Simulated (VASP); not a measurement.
Set up this calculation in VASP 6.6.1, as the native input.

| Quantity | Value |
| --- | --- |
| Task | single point |
| Functional | PBE |
| Potentials or basis | VASP PAW PBE potentials, release 64 (In_d) |
| Cutoff | 520 eV |
| k mesh | 40 × 40 × 40 |
| Occupations | fermi-dirac, width 0.0612256 eV |
| Spin | no spin polarisation |
| Dipole correction | no |
| Further INCAR settings | ALGO = Normal; EDIFF = 1e-06; NBANDS = 12 |

The structure of In lies in POSCAR:

```
In
1.0
   -1.8947946394      1.8947946394      1.8947946394
    1.8947946394     -1.8947946394      1.8947946394
    1.8947946394      1.8947946394     -1.8947946394
In
1
Direct
    0.0000000000      0.0000000000      0.0000000000
```

This isn't the form of In at room conditions, which is tetragonal.

One way to write it, as run:

INCAR

```
SYSTEM = In
PREC = Accurate
ENCUT = 520
EDIFF = 1E-6
ISMEAR = -1
SIGMA = 0.06122561905347299
LREAL = .FALSE.
LASPH = .TRUE.
NELM = 80
ALGO = Normal
ISIF = 2
LWAVE = .FALSE.
LCHARG = .FALSE.
GGA = PE
NBANDS = 12
```

KPOINTS

```
Automatic mesh
0
G
  40 40 40
  0 0 0
```

Potentials or basis: VASP PAW PBE potentials, release 64 (In_d).

Run with:

```bash
$ cat potpaw_PBE.64/In_d/POTCAR > POTCAR
$ mpirun -np 1 vasp_std > vasp.out
```

Results of the run:

```json
{
 "Pressure": "0.7 GPa",
 "Band gap on the k mesh": "zero (an odd number of electrons rules out a gap without spin polarisation)"
}
```

Caveat: spin-orbit coupling is left out, which moves the levels of the heavy elements.

Wall time 110 s on 1 thread of Intel(R) Xeon(R) 6975P-C (Granite Rapids) (shared host), peak memory 0.57 GiB.
